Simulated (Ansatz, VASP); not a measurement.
**Two plane-wave programs on SnW3**

The input INCAR:

```
SYSTEM = SnW3
PREC = Accurate ; ENCUT = 520
EDIFF = 1E-6 ; ISMEAR = 0
SIGMA = 0.05 ; LREAL = .False.
LASPH = .True. ; NELM = 100
ALGO = Normal ; ISIF = 2
LWAVE = .False. ; LCHARG = .False.
GGA = PS ; NBANDS = 36
```

KPOINTS

```
regular mesh
0
Gamma
  8 8 8
  0 0 0
```

The input POSCAR:

```
SnW3
1.0
    3.9965985853      0.0000000000      0.0000000000
    0.0000000000      3.9965985853      0.0000000000
    0.0000000000      0.0000000000      3.9965985853
W Sn
3 1
Direct
    0.0000000000      0.5000000000      0.5000000000
    0.5000000000      0.5000000000      0.0000000000
    0.5000000000      0.0000000000      0.5000000000
    0.0000000000      0.0000000000      0.0000000000
```

Input for Ansatz:

```yaml
crystal:
  lattice:
    - [3.9965985853, 0.0, 0.0]
    - [0.0, 3.9965985853, 0.0]
    - [0.0, 0.0, 3.9965985853]
  atoms:
    - { symbol: W, position: [0.0, 0.5, 0.5] }
    - { symbol: W, position: [0.5, 0.5, 0.0] }
    - { symbol: W, position: [0.5, 0.0, 0.5] }
    - { symbol: Sn, position: [0.0, 0.0, 0.0] }
basis:
  ecutwfc: 420
  ecutrho_ratio: 4
kpoints:
  mp_grid: { grid: [8, 8, 8] }
hamiltonian:
  xc: pbesol
scf:
  occupations: { method: gaussian, width: 0.05 }
output:
  forces: true
  stress: true
  eigenvalues: true
```

Alike in both runs: task single point; functional PBEsol; k mesh 8 × 8 × 8; occupations gaussian, width 0.05 eV; no spin polarisation.

|  | VASP | Ansatz |
| --- | --- | --- |
| version | VASP 6.6.1 | Ansatz 0.2.0 |
| potentials or method | VASP PAW PBE potentials, release 64 (W_sv, Sn_d), cutoff 520 eV | scalar-relativistic, plane waves, PAW |
| valence electrons in the cell | 56 | 56 |

|  | VASP | Ansatz | Ansatz less VASP |
| --- | --- | --- | --- |
| gap on the k mesh at the Fermi level (eV) | none | none | - |
| pressure (GPa) | 11.7 | 11.2 | -0.47 |

VASP's potentials were made for PBE, not for PBEsol. A gap of «none» marks a metal or a gap that the smearing closes.

Spin-orbit coupling is off throughout.
